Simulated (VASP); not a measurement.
Wanted: the native input for a VASP 6.6.1 run.

| Property | Result |
| --- | --- |
| Task | single point |
| Functional | PBE |
| Potentials or basis | VASP PAW PBE potentials, release 64 (C, H, O) |
| Cutoff | 520 eV |
| k mesh | 1 × 1 × 1 |
| Occupations | fermi-dirac, width 0.05 eV |
| Spin | no spin polarisation |
| Dipole correction | no |
| Further INCAR settings | LREAL = Auto; ALGO = Normal; EDIFF = 1e-06; NBANDS = 56 |

The structure of H4C2O lies in POSCAR:

```
H4C2O
1.0
    7.1137870000      0.0000000000      0.0000000000
    0.0000000000      7.1137870000      0.0000000000
    0.0000000000      0.0000000000      7.1137870000
C H O
8 16 4
Direct
    0.7626458313      0.6834896800      1.0099543323
    0.8509532265      0.8099483440      0.9371801545
    0.8494069333      0.5271172724      0.4959524371
    0.7002037030      0.5899108309      0.4400047401
    0.6293272486      0.1653409077      0.3348427497
    0.5643126509      0.1305774266      0.1786671431
    0.2998965249      0.6059641651      0.7304407624
    0.2414325872      0.7431063089      0.6493166017
    0.8794471918      0.8822726910      0.8113259506
    0.7012579938      0.5982889282      1.1151444371
    0.5642845365      0.6361028240      0.4074904126
    0.9885311438      0.4677817877      0.5101642768
    0.5089975283      0.1120781378      0.0366893189
    0.7026918293      0.1933428707      0.4619761598
    0.1666903999      0.8410428932      0.5648327677
    0.3190846170      0.5244604597      0.8559435361
    0.3223880614      0.2461698670      0.4241060352
    0.1618687768      0.1060194802      0.3689314847
    0.1464761315      0.3737390507      0.1723413985
    0.0685289003      0.5395157319      0.0337794764
   -0.0502685841      0.9110899722      0.2030423458
    0.1353990498      0.7980278296      0.1986424390
    0.3911559342      0.0312632357      0.7058828160
    0.4438423585      0.2556022552      0.7050112690
    0.1929914404      0.2193065381      0.4641128558
    0.1471789920      0.5084774115      0.1491470014
    0.0805478151      0.9187792662      0.2442159148
    0.4694124241      0.1309850857      0.7697587797
```

The input as run:

INCAR

```
SYSTEM = H4C2O
PREC = Accurate ; ENCUT = 520
EDIFF = 1E-6 ; ISMEAR = -1
SIGMA = 0.05 ; LREAL = Auto
LASPH = .True. ; NELM = 80
ALGO = Normal ; ISIF = 2
LWAVE = .False. ; LCHARG = .False.
GGA = PE ; NBANDS = 56
```

KPOINTS

```
Automatic mesh
0
Gamma
  1 1 1
  0 0 0
```

Potentials or basis: VASP PAW PBE potentials, release 64 (C, H, O).

Launch:

```sh
$ cat potpaw_PBE.64/C/POTCAR potpaw_PBE.64/H/POTCAR potpaw_PBE.64/O/POTCAR > POTCAR
$ mpirun -np 1 vasp_gam > vasp.out
```

Results of the run:

| Item | Value |
| --- | --- |
| Pressure | -0.2 GPa |
| Largest force | 2.680 eV/Å |
| Band gap on the k mesh | 4.80 eV |

Caveat: the k points lie up to 0.88 Å⁻¹ apart.

Wall time 79 s on 1 thread of Intel Xeon 8259CL (shared host), peak memory 0.36 GiB.
